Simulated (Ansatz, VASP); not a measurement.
# Al in VASP and in Ansatz

```
CELL_PARAMETERS angstrom
15.00000 0.00000 0.00000
0.00000 15.50000 0.00000
0.00000 0.00000 16.00000
ATOMIC_POSITIONS crystal
Al 0.50000 0.50000 0.50000
```

Alike in both runs: task single point; functional PBE; dispersion D3(BJ); k mesh 1 × 1 × 1; occupations gaussian, width 0.005 eV; collinear spin.

|  | VASP | Ansatz |
| --- | --- | --- |
| version | VASP 6.6.1 | Ansatz 0.2.0 |
| potentials or method | VASP PAW PBE potentials, release 64 (Al), cutoff 520 eV | scalar-relativistic, plane waves, PAW |
| valence electrons in the cell | 3 | 3 |

```csv
,VASP,Ansatz,Ansatz less VASP
gap on the k mesh at the Fermi level (eV),4.27,0.33,-3.940
net moment per atom (μB),1.00,1.00,0.000
size of the moment on the site where the two differ most (μB),0.14,1.00,+0.863
```

Site moments also hang on the region over which each program counts them. Ansatz's warnings: lower state not reached, negative dielectric reading, stability check not made.
